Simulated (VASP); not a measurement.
# Al (P6_3/mmc) in VASP: further runs

Al is run at these levels: PBE; tasks: single point, relaxation of cell and atoms.

All numbers are computed with VASP 6.6.1; they aren't measurements. Logs are shortened: lines on timing, memory, paths and dates and some standing lists are left out, and cuts for length are marked.

### 1 The cell of the first run

Symmetry: P6_3/mmc, No. 194, hexagonal system. Conventional cell: a = 2.840 Å, b = 2.840 Å, c = 4.754 Å, α = 90.00°, β = 90.00°, γ = 120.00°. Al (site symmetry -6m2) has 12 Al at 2.84 to 2.89 Å within 3.7 Å.

This isn't the form of Al at room conditions, which is fcc.

### 2 Single point, PBE

The input, INCAR:

```
SYSTEM = Al
ALGO = Normal ; EDIFF = 1E-6
ENCUT = 520 ; GGA = PE
ISIF = 2 ; ISMEAR = 0
LASPH = .True. ; LCHARG = .False.
LREAL = .False. ; LWAVE = .False.
NBANDS = 10 ; NELM = 60
PREC = Accurate ; SIGMA = 0.1
```

The input, KPOINTS:

```
k-points
0
Gamma
  12 12 8
  0 0 0
```

The input, POSCAR:

```
Al
1.0
    2.8401536752      0.0000000000      0.0000000000
   -1.4200768376      2.4596452334      0.0000000000
    0.0000000000      0.0000000000      4.7543579465
Al
2
Direct
    0.6666666667      0.3333333333      0.7500000000
    0.3333333333      0.6666666667      0.2500000000
```

Potentials or basis: VASP PAW PBE potentials, release 64 (Al).

Command:

```sh
$ cat potpaw_PBE.64/Al/POTCAR > POTCAR
$ mpirun -np 1 vasp_std > vasp.out
```

OUTCAR:

```text
SYSTEM = Al
   EDIFF = 1E-6
   ENCUT = 520
   GGA = PE
   ISIF = 2
   ISMEAR = 0
   LASPH = .True.
   LREAL = .False.
   NELM = 60
   PREC = Accurate

 ion  position               nearest neighbor table
   1  0.667  0.333  0.750-   2 2.89   2 2.89   2 2.89   2 2.89   2 2.89   2 2.89
   2  0.333  0.667  0.250-   1 2.89   1 2.89   1 2.89   1 2.89   1 2.89   1 2.89

  LATTYP: Found a hexagonal cell.
 ALAT       =     2.8401536752
 C/A-ratio  =     1.6739791188

  Lattice vectors:

 A1 = (   2.8401536752,   0.0000000000,   0.0000000000)
 A2 = (  -1.4200768376,   2.4596452334,   0.0000000000)
 A3 = (   0.0000000000,   0.0000000000,   4.7543579465)

Analysis of symmetry for initial positions (statically):
=====================================================================
 Subroutine PRICEL returns:
 Original cell was already a primitive cell.

 Routine SETGRP: Setting up the symmetry group for a
 hexagonal supercell.

 Subroutine GETGRP returns: Found 24 space group operations
 (whereof 12 operations were pure point group operations)
 out of a pool of 24 trial point group operations.

The static configuration has the point symmetry D_3d.
 The point group associated with its full space group is D_6h.

Analysis of symmetry for dynamics (positions and initial velocities):
=====================================================================
 Subroutine PRICEL returns:
 Original cell was already a primitive cell.

 Routine SETGRP: Setting up the symmetry group for a
 hexagonal supercell.

 Subroutine GETGRP returns: Found 24 space group operations
 (whereof 12 operations were pure point group operations)
 out of a pool of 24 trial point group operations.

The dynamic configuration has the point symmetry D_3d.
 The point group associated with its full space group is D_6h.

 Subroutine INISYM returns: Found 24 space group operations
 (whereof 12 operations are pure point group operations),
 and found     1 'primitive' translations

----------------------------------------------------------------------------------------

                                     Primitive cell

  volume of cell :      33.2129

  direct lattice vectors                    reciprocal lattice vectors
     2.840153675  0.000000000  0.000000000     0.352093624  0.203281349  0.000000000
    -1.420076838  2.459645233  0.000000000     0.000000000  0.406562697  0.000000000
     0.000000000  0.000000000  4.754357946     0.000000000  0.000000000  0.210333343

  length of vectors
     2.840153675  2.840153675  4.754357946     0.406562697  0.406562697  0.210333343

  position of ions in fractional coordinates (direct lattice)
     0.666666667  0.333333333  0.750000000
     0.333333333  0.666666667  0.250000000

  ion indices of the primitive-cell ions
   primitive index   ion index
                 1           1
                 2           2

----------------------------------------------------------------------------------------

 KPOINTS: k-points

Automatic generation of k-mesh.
 Grid dimensions read from file:
 generate k-points for:   12   12    8

 Generating k-lattice:

  Cartesian coordinates                     Fractional coordinates (reciprocal lattice)
     0.029341135  0.016940112  0.000000000     0.083333333 -0.000000000  0.000000000
     0.000000000  0.033880225  0.000000000     0.000000000  0.083333333  0.000000000
     0.000000000  0.000000000  0.026291668     0.000000000  0.000000000  0.125000000

  Length of vectors
     0.033880225  0.033880225  0.026291668

  Shift w.r.t. Gamma in fractional coordinates (k-lattice)
     0.000000000  0.000000000  0.000000000

 Subroutine IBZKPT returns following result:
 ===========================================

 Found     95 irreducible k-points:

 Following reciprocal coordinates:
            Coordinates               Weight
  0.000000  0.000000  0.000000      1.000000
  0.083333  0.000000  0.000000      6.000000
  0.166667  0.000000  0.000000      6.000000
  0.250000  0.000000  0.000000      6.000000
  0.333333  0.000000  0.000000      6.000000
  0.416667 -0.000000  0.000000      6.000000
[... 16 lines left out ...]
  0.250000  0.000000  0.125000     12.000000
  0.333333  0.000000  0.125000     12.000000
 [... further k-points ...]
   k-points           NKPTS =     95   k-points in BZ     NKDIM =     95   number of bands    NBANDS=     10
   number of dos      NEDOS =    301   number of ions     NIONS =      2
   total plane-waves  NPLWV =  20736
   dimension x,y,z NGX =    24 NGY =   24 NGZ =   36
   dimension x,y,z NGXF=    48 NGYF=   48 NGZF=   72
   ions per type =               2
   NGX,Y,Z   is equivalent  to a cutoff of  14.05, 14.05, 12.59 a.u.
   NGXF,Y,Z  is equivalent  to a cutoff of  28.10, 28.10, 25.18 a.u.
 SYSTEM =  Al
   PREC   = accura    normal or accurate (medium, high low for compatibility)
   ISTART =      0    job   : 0-new  1-cont  2-samecut
   ICHARG =      2    charge: 1-file 2-atom 10-const
   ISPIN  =      1    spin polarized calculation?
   LNONCOLLINEAR =      F non collinear calculations
   LSORBIT =      F    spin-orbit coupling
   LASPH  =      T    aspherical Exc in radial PAW
   ENCUT  =  520.0 eV  38.22 Ry    6.18 a.u.   5.28  5.28  8.84*2*pi/ulx,y,z
   NELM   =     60;   NELMIN=  2; NELMDL= -5     # of ELM steps
   EDIFF  = 0.1E-05   stopping-criterion for ELM
   LREAL  =      F    real-space projection
   EDIFFG = 0.1E-04   stopping-criterion for IOM
   NSW    =      0    number of steps for IOM
   IBRION =     -1    ionic relax: 0-MD 1-quasi-New 2-CG
   NFREE  =      0    steps in history (QN), initial steepest desc. (CG)
   ISIF   =      2    stress and relaxation
   ISYM   =      2    0-nonsym 1-usesym 2-fastsym
   POTIM  = 0.5000    time-step for ionic-motion
   TEBEG  =    0.0;   TEEND  =   0.0 temperature during run
   PSTRESS=    0.0 pullay stress
   NELECT =       6.0000    total number of electrons
   NUPDOWN=      -1.0000    fix difference up-down
   EMIN   =  10.00;   EMAX   =-10.00  energy-range for DOS
   EFERMI =   0.00;   METHOD = LEGACY
   ISMEAR =     0;   SIGMA  =   0.10  broadening in eV -4-tet -1-fermi 0-gaus
   EFERMI_NEDOS =   21; number of points for ismear=-14 and -15
   IALGO  =     38    algorithm
   IMIX   =      4    mixing-type and parameters
     AMIX     =   0.40;   BMIX     =  1.00
     AMIX_MAG =   1.60;   BMIX_MAG =  1.00
  volume/ion in A,a.u.               =      16.61       112.07
  Fermi-wavevector in a.u.,A,eV,Ry     =   0.925458  1.748861 11.653005  0.856472
  Thomas-Fermi vector in A             =   2.051314
   LORBIT       =      0    0 simple, 1 ext, 2 COOP (PROOUT), +10 PAW based schemes
   GGA     = PE    functional components
   LHFCALC =     F    Hartree Fock is set to
   AEXX    =    0.0000 exact exchange contribution
   IVDW    =     0    specifies the selected vdW correction
   LEPSILON=     F    determine dielectric tensor
   LRPA    =     F    only Hartree local field effects (RPA)
 non-spin polarized calculation
 Gauss-broadening in eV      SIGMA  =   0.10
  energy-cutoff  :      520.00
  volume of cell :       33.21
 maximum number of plane-waves:       906
 NGX is ok and might be reduce to    24
   NGX = 11   NGY = 11   NGZ = 17

 number of electron       6.0000000 magnetization

 Free energy of the ion-electron system (eV)
  ---------------------------------------------------
  ext. energy  EPLUGINS =         0.00000000
  ---------------------------------------------------
  free energy    TOTEN  =        -7.42637724 eV

  energy without entropy =       -7.42209890  energy(sigma->0) =       -7.42423807

 E-fermi :   7.9216     XC(G=0): -10.1748

 val. band max:        7.8715204887   @ k =   0.4167   0.1667   0.1250
 cond. band min:       7.9254588746   @ k =   0.3333   0.0000   0.1250
 fundamental gap:      0.0539383859
 Fermi energy:         7.9215796076

 k-point     1 :       0.0000    0.0000    0.0000
  band No.  band energies     occupation
      1      -3.1597      2.00000
      2       3.2422      2.00000
      3       3.2570      2.00000
      4      18.8526      0.00000
      5      18.8526      0.00000
      6      19.1925      0.00000
      7      19.1925      0.00000
      8      19.6669      0.00000
      9      21.3891      0.00000
     10      22.2181      0.00000

 k-point     2 :       0.0833    0.0000    0.0000
  band No.  band energies     occupation
      1      -2.9899      2.00000
      2       3.4003      2.00000
      3       3.4231      2.00000
      4      16.2031      0.00000
      5      17.4115      0.00000
      6      18.6140      0.00000
      7      20.5034      0.00000
      8      20.9150      0.00000
      9      21.2902      0.00000
     10      21.9435      0.00000

 k-point     3 :       0.1667    0.0000    0.0000
  band No.  band energies     occupation
      1      -2.4817      2.00000
      2       3.8746      2.00000
      3       3.9177      2.00000
      4      13.0853      0.00000
      5      16.1068      0.00000
      6      17.3006      0.00000
      7      18.9404      0.00000
      8      18.9543      0.00000
      9      21.3106      0.00000
     10      21.5430      0.00000

 k-point     4 :       0.2500    0.0000    0.0000
  band No.  band energies     occupation
      1      -1.6389      2.00000
      2       4.6648      2.00000
      3       4.7239      2.00000
      4      10.1598      0.00000
      5      15.0928      0.00000
      6      15.5147      0.00000
      7      16.0806      0.00000
      8      17.1616      0.00000
      9      20.4241      0.00000
     10      21.0017      0.00000
[... 222 lines left out ...]
 k-point    22 :       0.1667    0.0000    0.1250
  band No.  band energies     occupation
      1      -2.3799      2.00000
      2       2.4256      2.00000
      3       5.5452      2.00000
      4      13.1715      0.00000
      5      16.1937      0.00000
      6      17.0878      0.00000
      7      17.8142      0.00000
      8      19.2618      0.00000
      9      20.3419      0.00000
     10      20.5912      0.00000

 k-point    23 :       0.2500    0.0000    0.1250
  band No.  band energies     occupation
      1      -1.5376      2.00000
      2       3.2368      2.00000
      3       6.3229      2.00000
      4      10.2572      0.00000
      5      14.5808      0.00000
      6      15.1801      0.00000
      7      16.5251      0.00000
      8      17.7261      0.00000
      9      19.3674      0.00000
     10      20.0464      0.00000

 k-point    24 :       0.3333    0.0000    0.1250
  band No.  band energies     occupation
      1      -0.3672      2.00000
      2       4.3492      2.00000
      3       7.0895      2.00000
      4       7.9255      0.95625
      5      12.0455      0.00000
      6      14.4574      0.00000
      7      14.7578      0.00000
      8      16.3028      0.00000
      9      18.6603      0.00000
     10      20.3677      0.00000

 [... further k-points ...]

------------------------ aborting loop because EDIFF is reached ----------------------------------------

  FORCE on cell =-STRESS in cart. coord.  units (eV):
  Direction    XX          YY          ZZ          XY          YZ          ZX
  --------------------------------------------------------------------------------------
  -------------------------------------------------------------------------------------
  Total       -0.0059832     -0.0059832     -0.0031432      0.0000000     -0.0000000      0.0000000
  in kB       -0.2886263     -0.2886263     -0.1516257      0.0000000     -0.0000000      0.0000000
  external PRESSURE =      -0.2429595 kB  Pullay stress =       0.0000000 kB

 VOLUME and BASIS-vectors are now :
 -----------------------------------------------------------------------------
  energy-cutoff  :      520.00
  volume of cell :       33.21
      direct lattice vectors                 reciprocal lattice vectors
     2.840153675  0.000000000  0.000000000     0.352093624  0.203281349  0.000000000
    -1.420076838  2.459645233  0.000000000     0.000000000  0.406562697  0.000000000
     0.000000000  0.000000000  4.754357946     0.000000000  0.000000000  0.210333343

 POSITION                                       TOTAL-FORCE (eV/Angst)
 -----------------------------------------------------------------------------------
      1.42008      0.81988      3.56577        -0.000000      0.000000      0.000000
     -0.00000      1.63976      1.18859         0.000000     -0.000000      0.000000
 -----------------------------------------------------------------------------------
    total drift:                               -0.000000      0.000000     -0.000000

  FREE ENERGIE OF THE ION-ELECTRON SYSTEM (eV)
  ---------------------------------------------------
  free  energy   TOTEN  =        -7.4263772431 eV

  energy  without entropy=       -7.4220988995  energy(sigma->0) =       -7.42423807
```

Wall time 13 s (1 thread of AMD EPYC 9R45 (Zen 5), shared host); peak memory 0.13 GiB.

Results:

- Free energy: -7.4264 eV
- Pressure: 0.0 GPa
- Band gap on the k mesh: zero (bands 3 and 4 overlap by 6.99 eV)

### 3 Single point, PBE

The input, INCAR:

```
ALGO = Normal
EDIFF = 1E-7
ENCUT = 520
GGA = PE
ISIF = 2
ISMEAR = 0
LASPH = T
LCHARG = T
LELF = T
LREAL = F
LVHAR = T
LWAVE = F
NBANDS = 10
NELM = 80
PREC = Accurate
SIGMA = 0.1
```

The input, KPOINTS:

```
k-points
0
Gamma
  12 12 8
```

POSCAR is that of step 2.

Potentials or basis: VASP PAW PBE potentials, release 64 (Al).

Command:

```sh
$ cat potpaw_PBE.64/Al/POTCAR > POTCAR
$ mpirun -np 1 vasp_std > vasp.out
```

Wall time 14 s (1 thread of AMD EPYC 9R45 (Zen 5), shared host); peak memory 0.13 GiB.

It converged, with:

- Free energy: -7.4264 eV
- Pressure: 0.0 GPa
- Band gap on the k mesh: zero (bands 3 and 4 overlap by 6.99 eV)

Levels at points of the mesh, in eV from the Fermi level:
```
           k point  band 1  band 2  band 3  band 4  band 5  band 6  band 7
(0.00, 0.00, 0.00)  -11.08   -4.68   -4.66   10.93   10.93   11.27   11.27
(0.50, 0.00, 0.00)   -5.18   -5.02    0.62    0.91    1.49    1.58    5.87
(0.00, 0.00, 0.50)   -9.45   -9.45    2.99    2.99   12.10   12.10   12.10
(0.50, 0.00, 0.50)   -3.86   -3.86   -3.15   -3.15    7.27    7.27    7.55
```

### 4 Relaxation of cell and atoms, PBE

This run uses another cell than the first one, of 16.67 Å³/atom.

The input, INCAR:

```
SYSTEM = Al
ALGO = Normal ; EDIFF = 1E-6
EDIFFG = -0.02 ; ENCUT = 600
GGA = PE ; IBRION = 2
ISIF = 3 ; ISMEAR = 0
LASPH = .True. ; LCHARG = .False.
LREAL = .False. ; LWAVE = .False.
NELM = 100 ; NSW = 90
PREC = Accurate ; SIGMA = 0.1
```

The input, KPOINTS:

```
k-points
0
Gamma
  12 12 8
  0 0 0
```

The input, POSCAR:

```
Al
1.0
    2.8124553515      0.0000000000      0.0000000000
   -1.4062276757      2.4356577814      0.0000000000
    0.0000000000      0.0000000000      4.8668500000
Al
2
Direct
    0.6666666700      0.3333333300      0.7500000000
    0.3333333300      0.6666666700      0.2500000000
```

Potentials or basis: VASP PAW PBE potentials, release 64 (Al).

Command:

```sh
$ cat potpaw_PBE.64/Al/POTCAR > POTCAR
$ mpirun -np 1 vasp_std > vasp.out
```

OUTCAR:

```text
SYSTEM = Al
   EDIFF = 1E-6
   EDIFFG = -0.02
   ENCUT = 600
   GGA = PE
   IBRION = 2
   ISIF = 3
   ISMEAR = 0
   LASPH = .True.
   LREAL = .False.
   NELM = 100
   NSW = 90
   PREC = Accurate

 ion  position               nearest neighbor table
   1  0.667  0.333  0.750-   2 2.93   2 2.93   2 2.93   2 2.93   2 2.93   2 2.93
   2  0.333  0.667  0.250-   1 2.93   1 2.93   1 2.93   1 2.93   1 2.93   1 2.93

  LATTYP: Found a hexagonal cell.
 ALAT       =     2.8124553515
 C/A-ratio  =     1.7304630267

  Lattice vectors:

 A1 = (   2.8124553515,   0.0000000000,   0.0000000000)
 A2 = (  -1.4062276757,   2.4356577814,   0.0000000000)
 A3 = (   0.0000000000,   0.0000000000,   4.8668500000)

Analysis of symmetry for initial positions (statically):
=====================================================================
 Subroutine PRICEL returns:
 Original cell was already a primitive cell.

 Routine SETGRP: Setting up the symmetry group for a
 hexagonal supercell.

 Subroutine GETGRP returns: Found 24 space group operations
 (whereof 12 operations were pure point group operations)
 out of a pool of 24 trial point group operations.

The static configuration has the point symmetry D_3d.
 The point group associated with its full space group is D_6h.

Analysis of symmetry for dynamics (positions and initial velocities):
=====================================================================
[... 447 lines left out ...]
--------------------------------------- Ionic step        9  -------------------------------------------

 number of electron       6.0000000 magnetization

 Free energy of the ion-electron system (eV)
  ---------------------------------------------------
  ext. energy  EPLUGINS =         0.00000000
  ---------------------------------------------------
  free energy    TOTEN  =        -7.42651939 eV

  energy without entropy =       -7.42228322  energy(sigma->0) =       -7.42440131

 E-fermi :   7.9305     XC(G=0): -10.1779

 val. band max:        7.8799850745   @ k =   0.4167   0.1667   0.1250
 cond. band min:       7.9352728740   @ k =   0.3333  -0.0000   0.1250
 fundamental gap:      0.0552877995
 Fermi energy:         7.9304880493

 k-point     1 :       0.0000    0.0000    0.0000
  band No.  band energies     occupation
      1      -3.1568      2.00000
      2       3.2463      2.00000
      3       3.2618      2.00000
      4      18.8720      0.00000
      5      18.8720      0.00000
      6      19.2088      0.00000
      7      19.2088      0.00000
[... 221 lines left out ...]
 k-point    24 :       0.3333   -0.0000    0.1250
  band No.  band energies     occupation
      1      -0.3625      2.00000
      2       4.3549      2.00000
      3       7.0966      2.00000
      4       7.9353      0.94605
      5      12.0562      0.00000
      6      14.4730      0.00000
      7      14.7687      0.00000

 [... further k-points ...]

------------------------ aborting loop because EDIFF is reached ----------------------------------------

  FORCE on cell =-STRESS in cart. coord.  units (eV):
  Direction    XX          YY          ZZ          XY          YZ          ZX
  --------------------------------------------------------------------------------------
  -------------------------------------------------------------------------------------
  Total        0.0095441      0.0095441      0.0070905      0.0000000     -0.0000000      0.0000000
  in kB        0.4607944      0.4607944      0.3423346      0.0000000     -0.0000000      0.0000000
  external PRESSURE =       0.4213078 kB  Pullay stress =       0.0000000 kB
[... 17 lines left out ...]
  FREE ENERGIE OF THE ION-ELECTRON SYSTEM (eV)
  ---------------------------------------------------
  free  energy   TOTEN  =        -7.4265193881 eV

  energy  without entropy=       -7.4222832229  energy(sigma->0) =       -7.42440131

 reached required accuracy - stopping structural energy minimisation
```

Wall time 42 s (1 thread of AMD EPYC 9R45 (Zen 5), shared host); peak memory 0.13 GiB.

What came out:

- Free energy: -7.4265 eV
- Relaxed volume: 16.59 Å³/atom
- Relaxed cell: a = 2.839 Å, b = 2.839 Å, c = 4.754 Å, α = 90.00°, β = 90.00°, γ = 120.00°
- Space group after relaxing (to 0.1 Å): P6_3/mmc (No. 194)
- Energy gained by relaxing: 5.2 meV/atom
- Ionic steps: 9
- Pressure after relaxing: 0.0 GPa
- Band gap on the k mesh: zero (bands 3 and 4 overlap by 6.99 eV)

Step by step:
```csv
step,energy change (eV),largest force (eV/Å),pressure (GPa),volume (Å³)
1,0.0000,0.0000,-0.05,33.34
2,-0.0096,0.0000,-0.19,33.31
3,-0.0103,0.0000,-0.17,33.28
4,-0.0103,0.0000,-0.18,33.28
5,-0.0104,0.0000,-0.20,33.29
6,-0.0104,0.0000,-0.20,33.29
7,-0.0104,0.0000,-0.20,33.29
8,-0.0104,0.0000,-0.20,33.29
9,-0.0105,0.0000,0.04,33.18
```

Final structure:
```xyz
2
Lattice="2.8392 0.0000 0.0000 -1.4196 2.4588 0.0000 0.0000 0.0000 4.7537" Properties=species:S:1:pos:R:3 pbc="T T T"
Al    1.4196    0.8196    3.5653
Al    0.0000    1.6392    1.1884
```

Levels at points of the mesh, in eV from the Fermi level:
| k point | band 1 | band 2 | band 3 | band 4 | band 5 | band 6 |
| --- | --- | --- | --- | --- | --- | --- |
| (0.00, 0.00, 0.00) | -11.09 | -4.68 | -4.67 | 10.94 | 10.94 | 11.28 |
| (0.50, 0.00, 0.00) | -5.18 | -5.03 | 0.61 | 0.91 | 1.49 | 1.58 |
| (0.00, 0.00, 0.50) | -9.46 | -9.46 | 2.98 | 2.98 | 12.11 | 12.11 |
| (0.50, 0.00, 0.50) | -3.86 | -3.86 | -3.15 | -3.15 | 7.28 | 7.28 |
